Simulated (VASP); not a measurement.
Input of a VASP 6.6.1 run:

INCAR

```
SYSTEM = Ga3O4
  PREC = Accurate
  ENCUT = 520
  EDIFF = 1E-6
  ISMEAR = 0
  SIGMA = 0.2
  LREAL = .False.
  LASPH = .True.
  NELM = 80
  ALGO = Normal
  ISIF = 2
  LWAVE = .False.
  LCHARG = .False.
  GGA = PE
  NBANDS = 40
```

KPOINTS

```
regular mesh
0
Gamma
  4 4 4
  0 0 0
```

POSCAR

```
Ga3O4
1.0
    4.5721566845      0.0000000000      0.0000000000
    0.0000000000      4.5721566845      0.0000000000
    0.0000000000      0.0000000000      4.5721566845
Ga O
3 4
Direct
    0.0000000000      0.0000000000      0.5000000000
    0.5000000000      0.0000000000      0.0000000000
    0.0000000000      0.5000000000      0.0000000000
    0.7673435285      0.7673435285      0.7673435285
    0.2326564715      0.2326564715      0.7673435285
    0.2326564715      0.7673435285      0.2326564715
    0.7673435285      0.2326564715      0.2326564715
```

Potentials or basis: VASP PAW PBE potentials, release 64 (Ga_d, O).

Launch:

```bash
$ cat potpaw_PBE.64/Ga_d/POTCAR potpaw_PBE.64/O/POTCAR > POTCAR
$ mpirun -np 1 vasp_std > vasp.out
```

Q: Predict the pressure.

A: 0.3 GPa.

Q: What does it give for the band gap on the k mesh?

A: Zero (an odd number of electrons rules out a gap without spin polarisation).

Q: Estimate the largest force.

A: 0.026 eV/Å.

Forces in eV/Å, atoms in the order of the input:
```
Ga   0.000  0.000  0.000
Ga   0.000  0.000  0.000
Ga   0.000  0.000  0.000
O   -0.015 -0.015 -0.015
O    0.015  0.015 -0.015
O    0.015 -0.015  0.015
O   -0.015  0.015  0.015
```

Caveat: an odd number of electrons without spin polarisation forces a metal; a magnetic or distorted state may lie lower.
